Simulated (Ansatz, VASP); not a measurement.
# One calculation of PbSe, two programs

```xyz
2
Lattice="0.0000 3.4232 3.4232 3.4232 0.0000 3.4232 3.4232 3.4232 0.0000" Properties=species:S:1:pos:R:3 pbc="T T T"
Pb    0.0000    0.0000    0.0000
Se    1.7116    1.7116    1.7116
```

Alike in both runs: task single point; functional HSE06; k mesh 4 × 4 × 4; no spin polarisation.

```csv
,VASP,Ansatz
version,VASP 6.6.1,Ansatz 0.2.0
potentials or method,"VASP PAW PBE potentials, release 64 (Pb_d, Se), cutoff 520 eV",plane waves
occupations,"gaussian, width 0.01 eV",fixed
valence electrons in the cell,20,30
```

|  | VASP | Ansatz | Ansatz less VASP |
| --- | --- | --- | --- |
| gap on the k mesh at the Fermi level (eV) | 1.07 | 1.06 | -0.010 |
| pressure (GPa) | 0.0 | 0.1 | +0.07 |

VASP's potentials hold 20 valence electrons a cell and Ansatz's 30, so a difference there can come from the potentials and not from the codes. Ansatz's warnings: stress exchange threshold loose, stress scf threshold loose.

Neither program's run includes spin-orbit coupling.
